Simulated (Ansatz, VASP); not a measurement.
**WS2: VASP beside Ansatz**

```
W S
1.0
    -1.57900   -2.73491    0.00000
     1.57900   -2.73491    0.00000
     0.00000   -1.82309   18.48999
W S
3 6
Direct
  0.76352 0.76352 0.70950
  0.31906 0.31906 0.04283
  0.54129 0.54129 0.37617
  0.84675 0.84675 0.45980
  0.06898 0.06898 0.79313
  0.62452 0.62452 0.12647
  0.90318 0.90318 0.29050
  0.12541 0.12541 0.62383
  0.34764 0.34764 0.95717
```

Alike in both runs: task single point; functional PBEsol; k mesh 10 × 10 × 2; occupations gaussian, width 0.05 eV; no spin polarisation.

|  | VASP | Ansatz |
| --- | --- | --- |
| version | VASP 6.6.1 | Ansatz 0.2.0 |
| potentials or method | VASP PAW PBE potentials, release 64 (W_sv, S), cutoff 520 eV | scalar-relativistic, plane waves, PAW |
| valence electrons in the cell | 78 | 78 |

|  | VASP | Ansatz | Ansatz less VASP |
| --- | --- | --- | --- |
| gap on the k mesh at the Fermi level (eV) | 0.62 | 0.61 | -0.010 |
| least direct gap on the mesh (eV) | 0.95 | 0.96 | +0.011 |
| rms of the force components (eV/Å) | 13.929 | 14.098 | +0.1696 |

VASP's potentials were made for PBE, not for PBEsol. Atom by atom the forces differ by 0.171 eV/Å (rms over components).

Spin-orbit coupling is off throughout.
